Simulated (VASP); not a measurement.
Here is a VASP 6.6.1 calculation.

File INCAR:

```
SYSTEM = AlNi
  PREC = Accurate
  ENCUT = 520
  EDIFF = 1E-6
  ISMEAR = 0
  SIGMA = 0.15
  LREAL = .False.
  LASPH = .True.
  NELM = 60
  ALGO = Fast
  ISIF = 2
  LWAVE = .False.
  LCHARG = .False.
  GGA = PS
  NBANDS = 14
```

The input KPOINTS:

```
Automatic mesh
0
Gamma
  20 20 20
  0 0 0
```

File POSCAR:

```
AlNi
1.0
    2.0213280872     -2.0213497884      0.0000000000
    2.0213280872      2.0213497884      0.0000000000
    0.0000000000      0.0000000000      2.8694088111
Al Ni
1 1
Direct
    0.0000000000      0.0000000000      0.0784133648
    0.5000000000      0.5000000000      0.5000000000
```

Potentials or basis: VASP PAW PBE potentials, release 64 (Al, Ni).

Launch:

```console
$ cat potpaw_PBE.64/Al/POTCAR potpaw_PBE.64/Ni/POTCAR > POTCAR
$ mpirun -np 1 vasp_std > vasp.out
```

(1) What does it give for the largest force?

(2) What does it give for the pressure?

## Answers

(1) 1.407 eV/Å.

(2) 3.8 GPa.

Caveat: the cell differs from its parent crystal (all Al atoms moved +0.225 Å, as atom 1 along Cartesian [0 0 1]); the PAW data sets were made with another functional, which shifts forces and pressure a little.
